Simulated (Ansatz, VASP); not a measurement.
**GaF: VASP beside Ansatz**

The input POSCAR:

```
GaF
1.0
    3.1659200000      0.0000000000      0.0000000000
    0.0000000000      3.1659200000      0.0000000000
    0.0000000000      0.0000000000      3.1659200000
Ga F
1 1
Direct
    0.0000000000      0.0000000000      0.0000000000
    0.5000000000      0.5000000000      0.5000000000
```

INCAR.step1

```
PREC = Accurate
ENCUT = 520
EDIFF = 1E-5
ISMEAR = -1
SIGMA = 0.05
LREAL = False
LASPH = True
NELM = 80
ALGO = Normal
ISIF = 2
LWAVE = True
LCHARG = False
NBANDS = 17
GGA = PE
```

File INCAR.step2:

```
PREC = Accurate
ENCUT = 520
EDIFF = 1E-7
ISMEAR = -1
SIGMA = 0.05
LREAL = False
LASPH = True
NELM = 80
ALGO = Normal
ISIF = 2
LWAVE = False
LCHARG = False
GGA = PE
LHFCALC = True
HFSCREEN = 0.2079
PRECFOCK = Normal
NBANDS = 17
ISTART = 1
```

The input KPOINTS:

```
Automatic mesh
0
Gamma
  5 5 5
```

The input input.yaml:

```yaml
crystal:
  lattice:
    - [3.16592, 0.0, 0.0]
    - [0.0, 3.16592, 0.0]
    - [0.0, 0.0, 3.16592]
  atoms:
    - { symbol: Ga, position: [0.0, 0.0, 0.0] }
    - { symbol: F, position: [0.5, 0.5, 0.5] }
hamiltonian:
  xc: hse06
  pseudopotentials: { kind: paw }
kpoints:
  mp_grid: { grid: [5, 5, 5] }
scf:
  occupations: { method: fermi_dirac, width: 0.05 }
  n_extra_bands: 6
output:
  forces: true
  stress: true
  eigenvalues: true
  dos: { projected: true, de: 0.05 }
```

Alike in both runs: functional HSE06; k mesh 5 × 5 × 5; occupations fermi-dirac, width 0.05 eV; no spin polarisation.

|  | VASP | Ansatz |
| --- | --- | --- |
| version | VASP 6.6.1 | Ansatz 0.2.0 |
| potentials or method | VASP PAW PBE potentials, release 64 (Ga_d, F) | Ansatz PAW |
| plane-wave cutoff (eV) | 520 | 420 |
| valence electrons in the cell | 20 | 20 |
| task | single point | projected density of states |

|  | VASP | Ansatz | Ansatz less VASP |
| --- | --- | --- | --- |
| gap on the k mesh at the Fermi level (eV) | 2.86 | 2.86 | -0.002 |
| least direct gap on the mesh (eV) | 3.72 | 3.73 | +0.005 |
| pressure (GPa) | -0.7 | -0.6 | +0.02 |

Noted on Ansatz's run: odd divisions of the mesh miss points on the zone boundary, where band edges often lie, so the gap on the mesh can be too wide.
